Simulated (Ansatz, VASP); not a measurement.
**One calculation of Al3Ru2, two programs**

```
Al Ru
1.0
     2.98499    0.00000    0.00000
     0.00000    2.98499    0.00000
     0.00000    0.00000   13.84609
Al Ru
6 4
Direct
  0.00000 0.00000 0.00000
  0.50000 0.50000 0.30442
  0.00000 0.00000 0.19558
  0.50000 0.50000 0.50000
  0.00000 0.00000 0.80442
  0.50000 0.50000 0.69558
  0.50000 0.50000 0.10554
  0.00000 0.00000 0.39446
  0.00000 0.00000 0.60554
  0.50000 0.50000 0.89446
```

Change from the starting cell: equal strain along all axes, cell held, atoms relaxed: -3.0 %.

Alike in both runs: functional r2SCAN; k mesh 12 × 12 × 4; occupations gaussian, width 0.1 eV; no spin polarisation.

Ansatz relaxed the structure, and its values are those at the end. VASP's run is a single point on that final structure, the one shown.

|  | VASP | Ansatz |
| --- | --- | --- |
| version | VASP 6.6.1 | Ansatz 0.2.0 |
| potentials or method | VASP PAW PBE potentials, release 64 (Al, Ru_pv), cutoff 520 eV | scalar-relativistic, plane waves, PAW |
| valence electrons in the cell | 74 | 82 |

|  | VASP | Ansatz | Ansatz less VASP |
| --- | --- | --- | --- |
| gap on the k mesh at the Fermi level (eV) | none | none | - |
| pressure (GPa) | 21.8 | 21.7 | -0.15 |
| rms of the force components (eV/Å) | 0.010 | 0.002 | -0.0078 |

VASP's potentials were made for PBE, not for r2SCAN. A gap of «none» marks a metal or a gap that the smearing closes. VASP's potentials hold 74 valence electrons a cell and Ansatz's 82, so a difference there can come from the potentials and not from the codes. Ansatz's warnings: stress scf threshold loose.
